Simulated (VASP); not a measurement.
**MoS2: single point with PBEsol+D3(BJ)**

Crystal: MoS2.

```xyz
9
Lattice="3.1095 0.0000 0.0000 -1.5548 2.6929 0.0000 0.0000 0.0000 18.2054" Properties=species:S:1:pos:R:3 pbc="T T T"
Mo    0.0000    1.7953    5.8566
Mo    0.0000    1.7953   12.3488
Mo    1.5548    0.8976    0.0000
S     1.5548    0.8976    4.2924
S     1.5548    0.8976   10.7861
S     0.0000    1.7953   16.6423
S     1.5548    0.8976    7.4193
S     1.5548    0.8976   13.9130
S     0.0000    1.7953    1.5631
```

```yaml
Program: VASP 6.6.1
Task: single point
Functional: PBEsol
Dispersion: D3(BJ)
Potentials_or_basis: VASP PAW PBE potentials, release 64 (Mo_sv, S)
Cutoff: 520 eV
k_mesh: 10 × 10 × 1
Occupations: fermi-dirac, width 0.05 eV
Spin: no spin polarisation
```

```
Pressure                   : 0.0 GPa
Largest force              : 0.010 eV/Å
Band gap on the k mesh     : 0.76 eV, indirect (least direct gap 2.04 eV)
Dispersion energy per atom : -0.388 eV
```

Forces in eV/Å, atoms in the order of the input:
```
Mo   0.000  0.000  0.010
Mo   0.000  0.000 -0.010
Mo   0.000  0.000  0.000
S    0.000  0.000  0.004
S    0.000  0.000  0.008
S    0.000  0.000  0.003
S    0.000  0.000 -0.008
S    0.000  0.000 -0.004
S    0.000  0.000 -0.003
```

Levels at points of the mesh, in eV from the valence-band top:
```
           k point  band 35  band 36  band 37  band 38  band 39  band 40  band 41  band 42  band 43  band 44
(0.00, 0.00, 0.00)    -2.13    -1.46    -1.21    -0.19     0.00     2.17     2.17     2.17     2.17     2.24
(0.50, 0.00, 0.00)    -1.64    -1.56    -1.48    -1.44    -1.27     1.75     1.78     1.80     2.05     2.34
```

Run time: 2.4 min on 1 thread of AMD EPYC 7R13 Processor (Zen 3) (shared host), peak memory 0.27 GiB.

Caveat: the PAW data sets were made with another functional, which shifts forces and pressure a little. Expect the measured gap to be larger: semilocal functionals such as PBEsol lack the derivative discontinuity.
